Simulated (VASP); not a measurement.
TaN:

```
Ta N
1.0
     0.00000    2.17900    2.17900
     2.17900    0.00000    2.17900
     2.17900    2.17900    0.00000
Ta N
1 1
Direct
  0.50000 0.50000 0.50000
  0.00000 0.00000 0.00000
```

Base run:

| Item | Value |
| --- | --- |
| Program | VASP 6.6.1 |
| Functional | PBEsol |
| Potentials or basis | VASP PAW PBE potentials, release 64 (Ta_pv, N) |
| Cutoff | 520 eV |
| k mesh | 13 × 13 × 13 |
| Occupations | fermi-dirac, width 0.1 eV |
| Spin | no spin polarisation |

Its results: band gap on the k mesh zero (band 8 reaches 11.53 eV, above the bottom of band 9 at 7.48 eV); pressure 5.5 GPa.

**Question.** After a change of settings the same cell gave: band gap on the k mesh zero (band 8 reaches 11.77 eV, above the bottom of band 9 at 7.76 eV); pressure 19.1 GPa. Which change was it?
A. functional from PBEsol to revPBE
B. functional from PBEsol to RPBE
C. functional from PBEsol to PBE

**Answer.** A.

revPBE binds less tightly than PBEsol, so the same cell stands under more pressure.

Caveats: the PAW data sets were made with another functional, which shifts forces and pressure a little; spin-orbit coupling is left out, which moves the levels of the heavy elements.
